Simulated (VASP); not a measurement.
The system is Sn.

```xyz
1
Lattice="3.1168 0.0000 0.0000 0.0000 3.1168 0.0000 0.0000 0.0000 3.1168" Properties=species:S:1:pos:R:3 pbc="T T T"
Sn    0.0000    0.0000    0.0000
```

```yaml
Program: VASP 6.6.1
Task: relaxation of cell and atoms
Functional: BLYP
Potentials_or_basis: VASP PAW PBE potentials, release 64 (Sn_d)
Cutoff: 600 eV
k_mesh: 10 × 10 × 10
Occupations: fermi-dirac, width 0.1 eV
Spin: no spin polarisation
```

At the start: pressure 2.3 GPa; volume 30.28 Å³/atom.

**Question.** How do energy, volume and symmetry change on relaxing?

**Answer.** Over 3 steps the energy falls by 11.2 meV/atom and the volume is 31.97 Å³/atom (+5.6 %); space group Pm-3m (No. 221, to 0.05 Å).

The path:
```csv
step,energy change (eV),largest force (eV/Å),pressure (GPa),volume (Å³)
1,0.0000,0.0000,2.26,30.28
2,-0.0110,0.0000,-0.22,32.18
3,-0.0112,0.0000,-0.01,31.97
```

Final structure:
```
Sn
1.0
     3.17389    0.00000    0.00000
     0.00000    3.17389    0.00000
     0.00000    0.00000    3.17389
Sn
1
Cartesian
  0.0000 0.0000 0.0000
```

Caveat: the PAW data sets were made with another functional, which shifts forces and pressure a little.
